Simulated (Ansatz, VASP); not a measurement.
**MgO in VASP and in Ansatz**

```
Mg O
1.0
     0.00000    2.10211    2.10211
     2.10211    0.00000    2.10211
     2.10211    2.10211    0.00000
Mg O
1 1
Direct
  0.04162 0.95838 0.04162
  0.50000 0.50000 0.50000
```

Change from the starting cell: all Mg atoms moved +0.175 Å, as atom 1 along Cartesian [0 1 0].

Alike in both runs: task single point; functional r2SCAN; k mesh 10 × 10 × 10; occupations gaussian, width 0.05 eV; no spin polarisation.

|  | VASP | Ansatz |
| --- | --- | --- |
| version | VASP 6.6.1 | Ansatz 0.2.0 |
| potentials or method | VASP PAW PBE potentials, release 64 (Mg, O), cutoff 520 eV | scalar-relativistic, plane waves, PAW |
| valence electrons in the cell | 8 | 16 |

```csv
,VASP,Ansatz,Ansatz less VASP
gap on the k mesh at the Fermi level (eV),5.65,5.67,+0.025
least direct gap on the mesh (eV),5.65,5.67,+0.025
pressure (GPa),2.2,3.2,+1.04
"traceless stress, the component that is largest in VASP (GPa)",8.02,7.83,-0.187
rms of the force components (eV/Å),0.705,0.696,-0.0094
```

VASP's potentials were made for PBE, not for r2SCAN. Atom by atom the forces differ by 0.009 eV/Å (rms over components). VASP's potentials hold 8 valence electrons a cell and Ansatz's 16, so a difference there can come from the potentials and not from the codes.
